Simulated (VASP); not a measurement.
# SrVO3 (Pm-3m) in VASP: notebook, part 2 of 2

VASP 6.6.1. The steps go on from the part before.

### Step 3. Single point, PBE+U, collinear spin, ferromagnetic start

Input file INCAR:

```
PREC = Accurate
ENCUT = 520
EDIFF = 1E-6
ISMEAR = -1
SIGMA = 0.0153
LREAL = False
LASPH = True
NELM = 150
ALGO = Normal
ISIF = 2
LWAVE = False
LCHARG = False
ISPIN = 2
MAGMOM = 0.9 0 0 0 0
LORBIT = 11
LMAXMIX = 4
LDAU = True
LDAUTYPE = 2
LDAUL = 2 -1 -1
LDAUU = 6 0 0
LDAUJ = 0 0 0
LDAUPRINT = 1
GGA = PE
NBANDS = 32
```

Input file KPOINTS:

```
Automatic mesh
0
Gamma
  5 5 5
```

Input file POSCAR:

```
SrVO3
1.0
    3.9154115200      0.0000000000      0.0000000000
    0.0000000000      3.9154115200      0.0000000000
    0.0000000000      0.0000000000      3.9154115200
V O Sr
1 3 1
Direct
    0.0000000000      0.0000000000      0.0000000000
    0.5000000000      0.0000000000      0.0000000000
    0.0000000000      0.5000000000      0.0000000000
    0.0000000000      0.0000000000      0.5000000000
    0.5000000000      0.5000000000      0.5000000000
```

Potentials or basis: VASP PAW PBE potentials, release 64 (V_sv, O, Sr_sv).

Started as:

```sh
> cat potpaw_PBE.64/V_sv/POTCAR potpaw_PBE.64/O/POTCAR potpaw_PBE.64/Sr_sv/POTCAR > POTCAR
> mpirun -np 1 vasp_std > vasp.out
```

OUTCAR:

```text
PREC = Accurate
   ENCUT = 520
   EDIFF = 1E-6
   ISMEAR = -1
   LREAL = False
   LASPH = True
   NELM = 150
   ISIF = 2
   ISPIN = 2
   LORBIT = 11
   GGA = PE

 ion  position               nearest neighbor table
   1  0.000  0.000  0.000-   2 1.96   3 1.96   4 1.96   4 1.96   3 1.96   2 1.96   5 3.39   5 3.39
                             5 3.39   5 3.39   5 3.39   5 3.39   5 3.39   5 3.39
   2  0.500  0.000  0.000-   1 1.96   1 1.96   5 2.77   5 2.77   5 2.77   5 2.77
   3  0.000  0.500  0.000-   1 1.96   1 1.96   5 2.77   5 2.77   5 2.77   5 2.77
   4  0.000  0.000  0.500-   1 1.96   1 1.96   5 2.77   5 2.77   5 2.77   5 2.77
   5  0.500  0.500  0.500-   2 2.77   3 2.77   4 2.77   2 2.77   3 2.77   2 2.77   4 2.77   2 2.77
                             3 2.77   4 2.77   3 2.77   4 2.77   1 3.39   1 3.39   1 3.39   1 3.39

  LATTYP: Found a simple cubic cell.
 ALAT       =     3.9154115200

  Lattice vectors:

 A1 = (   3.9154115200,   0.0000000000,   0.0000000000)
 A2 = (   0.0000000000,   3.9154115200,   0.0000000000)
 A3 = (   0.0000000000,   0.0000000000,   3.9154115200)

Analysis of symmetry for initial positions (statically):
=====================================================================
 Subroutine PRICEL returns:
 Original cell was already a primitive cell.

 Routine SETGRP: Setting up the symmetry group for a
 simple cubic supercell.

 Subroutine GETGRP returns: Found 48 space group operations
 (whereof 48 operations were pure point group operations)
 out of a pool of 48 trial point group operations.

The static configuration has the point symmetry O_h .

Analysis of symmetry for dynamics (positions and initial velocities):
=====================================================================
 Subroutine PRICEL returns:
 Original cell was already a primitive cell.

 Routine SETGRP: Setting up the symmetry group for a
 simple cubic supercell.

 Subroutine GETGRP returns: Found 48 space group operations
 (whereof 48 operations were pure point group operations)
 out of a pool of 48 trial point group operations.

The dynamic configuration has the point symmetry O_h .

Analysis of structural, dynamic, and magnetic symmetry:
=====================================================================
 Subroutine PRICEL returns:
 Original cell was already a primitive cell.

 Routine SETGRP: Setting up the symmetry group for a
 simple cubic supercell.

 Subroutine GETGRP returns: Found 48 space group operations
 (whereof 48 operations were pure point group operations)
 out of a pool of 48 trial point group operations.

The overall configuration has the point symmetry O_h .

 Subroutine INISYM returns: Found 48 space group operations
 (whereof 48 operations are pure point group operations),
 and found     1 'primitive' translations

[... 136 lines left out ...]
 -0.0000 -0.0000 -0.0000  0.4792  0.0000
 -0.0000  0.0000 -0.0000  0.0000  0.2874

spin component  2

  0.0793  0.0000 -0.0000  0.0000  0.0000
  0.0000  0.0793  0.0000  0.0000 -0.0000
 -0.0000  0.0000  0.2517 -0.0000  0.0000
  0.0000  0.0000 -0.0000  0.0793 -0.0000
  0.0000 -0.0000  0.0000 -0.0000  0.2517

 occupancies and eigenvectors

  o =  0.0793  v =  0.0000  0.0000  0.0000  0.0000  0.0000  0.0000  0.9997 -0.0000 -0.0264  0.0000      0.0000  0.0000  0.0000  0.0000  0.0000  0.0000  0.0000  0.0000  0.0000  0.0000
  o =  0.0793  v =  0.0000  0.0000  0.0000  0.0000  0.0000  1.0000  0.0000  0.0000  0.0000  0.0000      0.0000  0.0000  0.0000  0.0000  0.0000  0.0000  0.0000  0.0000  0.0000  0.0000
  o =  0.0793  v =  0.0000  0.0000  0.0000  0.0000  0.0000  0.0000 -0.0264  0.0000 -0.9997 -0.0000      0.0000  0.0000  0.0000  0.0000  0.0000  0.0000  0.0000  0.0000  0.0000  0.0000
  o =  0.2517  v =  0.0000  0.0000  0.0000  0.0000  0.0000  0.0000 -0.0000  0.0519 -0.0000  0.9987      0.0000  0.0000  0.0000  0.0000  0.0000  0.0000  0.0000  0.0000  0.0000  0.0000
  o =  0.2517  v =  0.0000  0.0000  0.0000  0.0000  0.0000  0.0000  0.0000  0.9987  0.0000 -0.0519      0.0000  0.0000  0.0000  0.0000  0.0000  0.0000  0.0000  0.0000  0.0000  0.0000
  o =  0.2874  v =  0.0000 -0.0000  0.0249 -0.0000  0.9997  0.0000  0.0000  0.0000  0.0000  0.0000      0.0000  0.0000  0.0000  0.0000  0.0000  0.0000  0.0000  0.0000  0.0000  0.0000
  o =  0.2874  v =  0.0000  0.0000  0.9997 -0.0000 -0.0249  0.0000  0.0000  0.0000  0.0000  0.0000      0.0000  0.0000  0.0000  0.0000  0.0000  0.0000  0.0000  0.0000  0.0000  0.0000
  o =  0.4792  v =  0.0000 -0.9998  0.0000  0.0185 -0.0000  0.0000  0.0000  0.0000  0.0000  0.0000      0.0000  0.0000  0.0000  0.0000  0.0000  0.0000  0.0000  0.0000  0.0000  0.0000
  o =  0.4792  v =  1.0000  0.0000  0.0000  0.0000  0.0000  0.0000  0.0000  0.0000  0.0000  0.0000      0.0000  0.0000  0.0000  0.0000  0.0000  0.0000  0.0000  0.0000  0.0000  0.0000
  o =  0.4792  v =  0.0000  0.0185  0.0000  0.9998 -0.0000  0.0000  0.0000  0.0000  0.0000  0.0000      0.0000  0.0000  0.0000  0.0000  0.0000  0.0000  0.0000  0.0000  0.0000  0.0000

 number of electron      41.0000016 magnetization       0.9999103

 Free energy of the ion-electron system (eV)
  ---------------------------------------------------
  ext. energy  EPLUGINS =         0.00000000
  ---------------------------------------------------
  free energy    TOTEN  =       -33.69406017 eV

  energy without entropy =      -33.69131648  energy(sigma->0) =      -33.69268832

 E-fermi :   4.9921     XC(G=0): -11.2607

 val. band max:        4.9773886556   @ k =   0.4000   0.2000   0.2000
 cond. band min:       5.4888298994   @ k =   0.4000   0.4000   0.0000
 fundamental gap:      0.5114412438
 Fermi energy:         4.9921350822

 spin component 1

 k-point     1 :       0.0000    0.0000    0.0000
  band No.  band energies     occupation
      1     -61.6044      1.00000
      2     -35.3731      1.00000
      3     -35.3731      1.00000
      4     -35.3731      1.00000
      5     -28.8020      1.00000
      6     -13.5425      1.00000
[... 339 lines left out ...]
     31      14.5522      0.00000
     32      17.7515      0.00000
 Fermi energy:         4.9921350822

 spin component 2

 k-point     1 :       0.0000    0.0000    0.0000
  band No.  band energies     occupation
      1     -60.2611      1.00000
      2     -34.0454      1.00000
      3     -34.0454      1.00000
      4     -34.0454      1.00000
      5     -28.8055      1.00000
      6     -13.6660      1.00000
[... 339 lines left out ...]
     31      14.5767      0.00000
     32      17.7445      0.00000

------------------------ aborting loop because EDIFF is reached ----------------------------------------

  FORCE on cell =-STRESS in cart. coord.  units (eV):
  Direction    XX          YY          ZZ          XY          YZ          ZX
  --------------------------------------------------------------------------------------
  -------------------------------------------------------------------------------------
  Total        0.2617125      0.2617125      0.2617125     -0.0000000     -0.0000000      0.0000000
  in kB        6.9855856      6.9855856      6.9855856     -0.0000000     -0.0000000      0.0000000
  external PRESSURE =       6.9855856 kB  Pullay stress =       0.0000000 kB

 VOLUME and BASIS-vectors are now :
 -----------------------------------------------------------------------------
  energy-cutoff  :      520.00
  volume of cell :       60.03
      direct lattice vectors                 reciprocal lattice vectors
     3.915411520  0.000000000  0.000000000     0.255400995  0.000000000  0.000000000
     0.000000000  3.915411520  0.000000000     0.000000000  0.255400995  0.000000000
     0.000000000  0.000000000  3.915411520     0.000000000  0.000000000  0.255400995

 POSITION                                       TOTAL-FORCE (eV/Angst)
 -----------------------------------------------------------------------------------
      0.00000      0.00000      0.00000         0.000000      0.000000      0.000000
      1.95771      0.00000      0.00000         0.000000      0.000000      0.000000
      0.00000      1.95771      0.00000         0.000000      0.000000      0.000000
      0.00000      0.00000      1.95771         0.000000      0.000000      0.000000
      1.95771      1.95771      1.95771         0.000000      0.000000      0.000000
 -----------------------------------------------------------------------------------
    total drift:                                0.000000     -0.000000      0.000000

  FREE ENERGIE OF THE ION-ELECTRON SYSTEM (eV)
  ---------------------------------------------------
  free  energy   TOTEN  =       -33.6940601683 eV

  energy  without entropy=      -33.6913164802  energy(sigma->0) =      -33.69268832

 total charge

# of ion       s       p       d       tot
------------------------------------------
    1        2.277   6.324   2.723  11.324
    2        1.562   3.478   0.000   5.039
    3        1.562   3.478   0.000   5.039
    4        1.562   3.478   0.000   5.039
    5        1.998   5.792   0.197   7.987
--------------------------------------------------
tot          8.960  22.549   2.920  34.429

 magnetization (x)

# of ion       s       p       d       tot
------------------------------------------
    1        0.011   0.013   1.267   1.291
    2       -0.003  -0.102   0.000  -0.105
    3       -0.003  -0.102   0.000  -0.105
    4       -0.003  -0.102   0.000  -0.105
    5       -0.001  -0.003   0.000  -0.003
--------------------------------------------------
tot          0.002  -0.295   1.267   0.974
```

Wall time 33 s (1 thread of Intel Xeon Platinum 8488C (Sapphire Rapids), shared host); peak memory 0.2 GiB.

What came out:

| Property | Result |
| --- | --- |
| Free energy | -33.6941 eV |
| Pressure | 0.7 GPa |
| Band gap on the k mesh | zero (filled and empty bands overlap) |
| Net moment | 1.00 μB per cell |
| Site moments | V +1.29; O -0.10; Sr -0.00 μB |
| Valence electrons inside the program's atomic spheres | V 11.32; O 5.04; Sr 7.99 |

Eigenvalues of the final occupation matrices:
| site | spin | trace | eigenvalues |
| --- | --- | --- | --- |
| site 1 d | 1 | 2.01 | 0.29 0.29 0.48 0.48 0.48 |
| site 1 d | 2 | 0.74 | 0.08 0.08 0.08 0.25 0.25 |

The state reached can hang on the start; a lower one may exist.

### Step 4. Single point, revPBE+U, collinear spin, ferromagnetic start

Input file INCAR:

```
SYSTEM = SrVO3
PREC = Accurate
ENCUT = 520
EDIFF = 1E-7
ISMEAR = -1
SIGMA = 0.0153
LREAL = .FALSE.
LASPH = .TRUE.
NELM = 150
ALGO = Normal
ISIF = 2
LWAVE = .FALSE.
LCHARG = .FALSE.
ISPIN = 2
MAGMOM = 0.9 0 0 0 0
LORBIT = 11
LMAXMIX = 4
LDAU = .TRUE.
LDAUTYPE = 2
LDAUL = 2 -1 -1
LDAUU = 4.35 0 0
LDAUJ = 0 0 0
LDAUPRINT = 1
GGA = RE
NBANDS = 32
```

Input file KPOINTS:

```
regular mesh
0
G
  5 5 5
  0 0 0
```

POSCAR is that of step 3.

Started as:

```sh
> cat potpaw_PBE.64/V_sv/POTCAR potpaw_PBE.64/O/POTCAR potpaw_PBE.64/Sr_sv/POTCAR > POTCAR
> mpirun -np 1 vasp_std > vasp.out
```

It took 38 s on 1 thread of Intel Xeon Platinum 8488C (Sapphire Rapids), shared host; peak memory 0.2 GiB.

Results (log left out):

```yaml
Free_energy: -33.4079 eV
Pressure: 2.3 GPa
Band_gap_on_the_k_mesh: zero (filled and empty bands overlap)
Net_moment: 1.00 μB per cell
Site_moments: V +1.22; O -0.09; Sr -0.00 μB
Valence_electrons_inside_the_program's_atomic_spheres: V 11.35; O 5.05; Sr 8.01
```

Levels at points of the mesh, in eV from the Fermi level:
Spin up:
```csv
k point,band 17,band 18,band 19,band 20,band 21,band 22,band 23,band 24,band 25,band 26
"(0.00, 0.00, 0.00)",-2.26,-1.56,-1.56,-1.56,-1.31,-1.31,-1.31,1.67,1.67,4.39
```
Spin down:
```tsv
k point	band 18	band 19	band 20	band 21	band 22	band 23
(0.00, 0.00, 0.00)	-1.71	-1.71	-1.71	1.53	1.53	1.53
```

Eigenvalues of the final occupation matrices:
| site | spin | trace | eigenvalues |
| --- | --- | --- | --- |
| site 1 d | 1 | 1.99 | 0.29 0.29 0.47 0.47 0.47 |
| site 1 d | 2 | 0.80 | 0.09 0.09 0.09 0.26 0.26 |

Caveat: the PAW data sets were made with another functional, which shifts forces and pressure a little. The state reached can hang on the start; a lower one may exist.

### Step 5. Summary

```tsv
level	U	gap on the mesh (eV)	pressure (GPa)	moment (μB)
PBE+U	V d U = 4.35 eV	none	-1.2	1.00
PBE+U	V d U = 6.0 eV	none	0.7	1.00
revPBE+U	V d U = 4.35 eV	none	2.3	1.00
```

Alike in all rows: task single point; potentials or basis VASP PAW PBE potentials, release 64 (V_sv, O, Sr_sv); spin collinear, ferromagnetic start; cell as given; k mesh 5 × 5 × 5; cutoff (eV) 520; smearing fermi-dirac 0.0153 eV.

The pressure there spans -1.2 GPa (PBE+U) to 2.3 GPa (revPBE+U); a positive pressure means that this level wants a larger cell, a negative one a smaller.

Caveats: the PAW data sets were made with another functional, which shifts forces and pressure a little (at least some runs).

Total energies depend on the potentials used, so only differences within one code and one set of settings carry meaning.

The gap in the log of VASP goes by the Fermi energy; the results here count the filled bands.